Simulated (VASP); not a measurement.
Crystal: C.

```
C
1.0
     1.21596   -2.14796    0.00912
     1.22325    2.15217   -0.04137
    -0.09419   -0.08515    7.14765
C
4
Direct
  0.10349 0.94562 0.74880
  0.59081 0.41384 0.23941
  0.92426 0.08600 0.24211
  0.42852 0.58933 0.74862
```

Base run:

| Property | Result |
| --- | --- |
| Program | VASP 6.6.1 |
| Functional | LDA |
| Potentials or basis | VASP PAW LDA potentials, release 64 (C) |
| Cutoff | 520 eV |
| k mesh | 10 × 10 × 4 |
| Occupations | gaussian, width 0.1 eV |
| Spin | no spin polarisation |

Its results: band gap on the k mesh 0.99 eV; pressure -4.0 GPa; largest force 2.927 eV/Å.

Q: After a change of settings the same cell gave: band gap on the k mesh 0.10 eV; pressure -3.8 GPa; largest force 2.564 eV/Å. Which change was it?
A. k mesh from 10 × 10 × 4 to 8 × 8 × 2; further incar settings from ALGO = Normal; EDIFF = 1e-06; NBANDS = 16 to ALGO = Normal; EDIFF = 1e-07; NBANDS = 16
B. k mesh from 10 × 10 × 4 to 6 × 6 × 2
C. k mesh from 10 × 10 × 4 to 1 × 1 × 1
D. k mesh from 10 × 10 × 4 to 4 × 4 × 1; further incar settings from ALGO = Normal; EDIFF = 1e-06; NBANDS = 16 to ALGO = Normal; EDIFF = 1e-07; NBANDS = 16

A: B.

Caveats: some runs use coarse meshes; forces of over 1 eV/Å act on the atoms, so gaps and moduli don't describe the material at rest.
